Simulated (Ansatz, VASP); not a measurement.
## Zr3GeMo in VASP and in Ansatz

```
Zr Ge Mo
1.0
     4.62867    0.00000    0.00000
    -2.31433    4.00854    0.00000
     0.00000    0.00000    5.15095
Zr Ge Mo
3 1 1
Direct
  0.50000 0.00000 0.50000
  0.00000 0.50000 0.50000
  0.50000 0.50000 0.50000
  0.00000 0.00000 0.00000
  0.00000 0.00000 0.50000
```

Alike in both runs: task relaxation of cell and atoms; functional PBE; k mesh 6 × 6 × 4; occupations gaussian, width 0.1 eV; no spin polarisation.

|  | VASP | Ansatz |
| --- | --- | --- |
| version | VASP 6.6.1 | Ansatz 0.2.0 |
| potentials or method | VASP PAW PBE potentials, release 64 (Zr_sv, Ge_d, Mo_sv), cutoff 600 eV | scalar-relativistic, plane waves, PAW |
| valence electrons in the cell | 64 | 64 |

```tsv
	VASP	Ansatz	Ansatz less VASP
gap on the k mesh at the Fermi level, each at its own relaxed structure (eV)	none	none	-
relaxed volume (Å³/atom)	27.67	27.68	+0.010
relaxed length of the cell vector where the two differ most in proportion (Å)	5.718	5.720	+0.0020
```

A gap of «none» marks a metal or a gap that the smearing closes.

Noted on VASP's run: the volume moved by over 15 % at a fixed basis, so the end points are rough.
